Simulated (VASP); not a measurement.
Sb: single point with LDA

Crystal: Sb.

```
Sb
1.0
     2.17707    1.25693    3.82988
    -2.17707    1.25693    3.82988
     0.00000   -2.51386    3.82988
Sb
2
Direct
  0.26826 0.26826 0.26826
  0.73174 0.73174 0.73174
```

| Property | Result |
| --- | --- |
| Program | VASP 6.6.1 |
| Task | single point |
| Functional | LDA |
| Potentials or basis | VASP PAW LDA potentials, release 64 (Sb) |
| Cutoff | 520 eV |
| k mesh | 6 × 6 × 6 |
| Occupations | gaussian, width 0.1 eV |
| Spin | no spin polarisation |
| Dipole correction | no |
| Further INCAR settings | ALGO = Normal; EDIFF = 1e-06; NBANDS = 12 |

```json
{
  "Pressure": "-2.4 GPa",
  "Largest force": "0.019 eV/Å",
  "Band gap on the k mesh": "zero (bands 5 and 6 overlap by 0.22 eV)"
}
```

Forces on the atoms (eV/Å):
```
Sb   0.000  0.000  0.019
Sb   0.000  0.000 -0.019
```

Levels at points of the mesh, in eV from the Fermi level:
```tsv
k point	band 2	band 3	band 4	band 5	band 6	band 7	band 8	band 9
(0.00, 0.00, 0.00)	-5.04	-1.90	-1.68	-1.68	1.92	2.61	2.61	5.23
(0.50, 0.00, 0.00)	-9.42	-1.91	-1.79	-0.22	-0.22	0.30	0.73	7.41
(0.50, 0.50, 0.00)	-8.01	-5.10	-3.49	-3.44	1.61	4.73	5.43	6.55
(0.50, 0.50, 0.50)	-8.68	-1.25	-1.25	-0.59	0.31	0.31	1.19	6.77
```

It took 27 s on 1 thread of Intel Xeon 8259CL, with other jobs on the host, peak memory 0.17 GiB.

Caveat: spin-orbit coupling is left out, which moves the levels of the heavy elements.
